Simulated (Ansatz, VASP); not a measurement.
SiC2: VASP beside Ansatz

The input INCAR:

```
  PREC = Accurate
  ENCUT = 600
  EDIFF = 1E-7
  ISMEAR = 0
  SIGMA = 0.1
  LREAL = False
  LASPH = True
  NELM = 60
  ALGO = Normal
  ISIF = 3
  LWAVE = False
  LCHARG = False
  GGA = PE
  IBRION = 2
  NSW = 90
  EDIFFG = -0.04
```

KPOINTS

```
Automatic mesh
0
Gamma
  6 6 2
```

POSCAR

```
SiC2
1.0
    2.9360329653      0.0000000000      0.0000000000
   -1.4680164826      2.5426791343      0.0000000000
    0.0000000000      0.0000000000     13.4931789594
Si C
2 4
Direct
    0.6666666667      0.3333333333      0.8299276411
    0.6666666667      0.3333333333      0.1700723589
    0.3333333333      0.6666666667      0.8304185752
    0.3333333333      0.6666666667      0.1695814248
    0.3333333333      0.6666666667      0.5000000000
    0.6666666667      0.3333333333      0.5000000000
```

Input for Ansatz:

```yaml
crystal:
  lattice:
    - [2.9360329653, 0.0, 0.0]
    - [-1.4680164826, 2.5426791343, 0.0]
    - [0.0, 0.0, 13.4931789594]
  atoms:
    - { symbol: Si, position: [0.6666666667, 0.3333333333, 0.8299276411] }
    - { symbol: Si, position: [0.6666666667, 0.3333333333, 0.1700723589] }
    - { symbol: C, position: [0.3333333333, 0.6666666667, 0.8304185752] }
    - { symbol: C, position: [0.3333333333, 0.6666666667, 0.1695814248] }
    - { symbol: C, position: [0.3333333333, 0.6666666667, 0.5] }
    - { symbol: C, position: [0.6666666667, 0.3333333333, 0.5] }
basis:
  ecutwfc: 420
kpoints:
  mp_grid: { grid: [6, 6, 2] }
hamiltonian:
  xc: pbe
scf:
  occupations: { method: gaussian, width: 0.1 }
  lower_state_search: "off"
output:
  forces: true
  stress: true
  eigenvalues: true
relax:
  adjacent_minimum: "off"
  f_tol: 0.04
  max_steps: 70
  cell: { stress_tol: 0.4 }
```

Alike in both runs: task relaxation of cell and atoms; functional PBE; k mesh 6 × 6 × 2; occupations gaussian, width 0.1 eV; no spin polarisation.

|  | VASP | Ansatz |
| --- | --- | --- |
| version | VASP 6.6.1 | Ansatz 0.2.0 |
| potentials or method | VASP PAW PBE potentials, release 64 (Si, C), cutoff 600 eV | scalar-relativistic, plane waves, PAW |
| valence electrons in the cell | 24 | 24 |

```tsv
	VASP	Ansatz	Ansatz less VASP
gap on the k mesh at the Fermi level, each at its own relaxed structure (eV)	0.04	0.04	0.000
relaxed volume (Å³/atom)	16.79	16.79	0.000
relaxed cell length with the largest relative difference (Å)	2.936	2.936	0.0000
```

Noted on VASP's run: the relaxation stopped at its first step, so nothing moved.
